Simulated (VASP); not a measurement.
SiC, 8 atoms in the cell. Symmetry: P6_3mc, No. 186, hexagonal system. Conventional cell: a = 3.108 Å, b = 3.108 Å, c = 10.177 Å, α = 90.00°, β = 90.00°, γ = 120.00°. Si (site symmetry 3m) has 4 C at 1.90 to 1.91 Å within 2.5 Å. Within 2.5 Å of Si (site symmetry 3m) lie 4 C at 1.90 to 1.91 Å. C (site symmetry 3m) has 4 Si at 1.90 to 1.91 Å within 2.5 Å. C (site symmetry 3m) has 4 Si at 1.90 to 1.91 Å within 2.5 Å.  This cell differs from its parent crystal: strain +1.0%.

- Program: VASP 6.6.1
- Task: single point
- Functional: HSE06
- Potentials or basis: VASP PAW PBE potentials, release 64 (Si, C)
- Cutoff: 520 eV
- k mesh: 6 × 6 × 2
- Occupations: gaussian, width 0.01 eV
- Spin: no spin polarisation
- Dipole correction: no
- Grid for exact exchange (PRECFOCK): Fast
- Further INCAR settings: ALGO = Normal; EDIFF = 1e-06; NBANDS = 26
- Share of exact exchange: 0.25
- Screening parameter: 0.2079 1/Å

Potentials or basis: VASP PAW PBE potentials, release 64 (Si, C).

Run with:

```sh
$ cat potpaw_PBE.64/Si/POTCAR potpaw_PBE.64/C/POTCAR > POTCAR
$ cp INCAR.step1 INCAR
$ mpirun -np 1 vasp_std > vasp.out
$ cp INCAR.step2 INCAR
$ mpirun -np 1 vasp_std > vasp.out
```

Hardware: 1 thread of Intel(R) Xeon(R) Platinum 8259CL CPU @ 2.50GHz (Skylake/Cascade Lake) (shared host).

Task: Estimate the wall time of this run.

Result: It took 40 min on 1 thread of Intel(R) Xeon(R) Platinum 8259CL CPU @ 2.50GHz (Skylake/Cascade Lake), on a shared host, peak memory 0.33 GiB. Counts: k points 14.
